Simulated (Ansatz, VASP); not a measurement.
Two plane-wave programs on Ti2BeAlB

```
Ti Be Al B
1.0
     2.84534    0.00000    0.00000
    -1.42267    2.46414    0.00000
     0.00000    0.00000    9.71780
Ti Be Al B
2 1 1 1
Direct
  0.00000 0.00000 0.01275
  0.00000 0.00000 0.35176
  0.33333 0.66667 0.56678
  0.66667 0.33333 0.77051
  0.33333 0.66667 0.18223
```

Alike in both runs: functional PBE; k mesh 18 × 18 × 4; occupations gaussian, width 0.1 eV; no spin polarisation.

Ansatz relaxed the structure, and its values are those at the end. VASP's run is a single point on that final structure, the one shown.

|  | VASP | Ansatz |
| --- | --- | --- |
| version | VASP 6.6.1 | Ansatz 0.2.0 |
| potentials or method | VASP PAW PBE potentials, release 64 (Ti_sv, Be, Al, B), cutoff 520 eV | scalar-relativistic, plane waves, PAW |
| valence electrons in the cell | 32 | 32 |

VASP gave:

- gap on the k mesh at the Fermi level (eV): none
- pressure (GPa): -0.1

Task: Estimate Ansatz's values.

Result: gap on the k mesh at the Fermi level (eV): none; pressure (GPa): 0.0.

A gap of «none» marks a metal or a gap that the smearing closes.
